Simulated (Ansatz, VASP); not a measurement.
One calculation of BN, two programs

File INCAR:

```
SYSTEM = BN
  ALGO = Normal
  EDIFF = 1E-6
  ENCUT = 520
  GGA = PE
  ISIF = 2
  ISMEAR = 0
  LASPH = .TRUE.
  LCHARG = .FALSE.
  LREAL = .FALSE.
  LWAVE = .FALSE.
  NBANDS = 11
  NELM = 60
  PREC = Accurate
  SIGMA = 0.05
```

The input KPOINTS:

```
k-points
0
G
  12 12 12
  0 0 0
```

File POSCAR:

```
BN
1.0
   -0.0679647668      1.9075444542      1.8123937807
    1.8123937807     -0.0679647668      1.8123937807
    1.7444290139      1.8395796874      0.0000000000
B N
1 1
Direct
    0.0000000000      0.0000000000      0.0000000000
    0.7500000000      0.7500000000      0.7500000000
```

Input for Ansatz:

```yaml
crystal:
  lattice:
    - [-0.0679647668, 1.9075444542, 1.8123937807]
    - [1.8123937807, -0.0679647668, 1.8123937807]
    - [1.7444290139, 1.8395796874, 0.0]
  atoms:
    - { symbol: B, position: [0.0, 0.0, 0.0] }
    - { symbol: "N", position: [0.75, 0.75, 0.75] }
basis:
  ecutwfc: 520.0
kpoints:
  mp_grid: { grid: [12, 12, 12] }
hamiltonian:
  xc: pbe
scf:
  occupations: { method: gaussian, width: 0.05 }
output:
  forces: true
  stress: true
  eigenvalues: true
```

Change from the starting cell: engineering shear strain xz -0.0750, normal strain along z +0.0525.

Alike in both runs: task single point; functional PBE; k mesh 12 × 12 × 12; occupations gaussian, width 0.05 eV; no spin polarisation.

```csv
,VASP,Ansatz
version,VASP 6.6.1,Ansatz 0.2.0
potentials or method,"VASP PAW PBE potentials, release 64 (B, N), cutoff 520 eV","scalar-relativistic, plane waves, PAW"
valence electrons in the cell,8,8
```

|  | VASP | Ansatz | Ansatz less VASP |
| --- | --- | --- | --- |
| gap on the k mesh at the Fermi level (eV) | 3.66 | 3.67 | +0.009 |
| least direct gap on the mesh (eV) | 7.27 | 7.27 | -0.002 |
| pressure (GPa) | -15.0 | -15.1 | -0.10 |
| traceless stress, the component that is largest in VASP (GPa) | 27.48 | 27.30 | -0.179 |
| rms of the force components (eV/Å) | 0.031 | 0.037 | +0.0060 |

Atom by atom the forces differ by 0.006 eV/Å (rms over components). With one functional, cell and mesh, what is left measures potentials, basis and numerics.
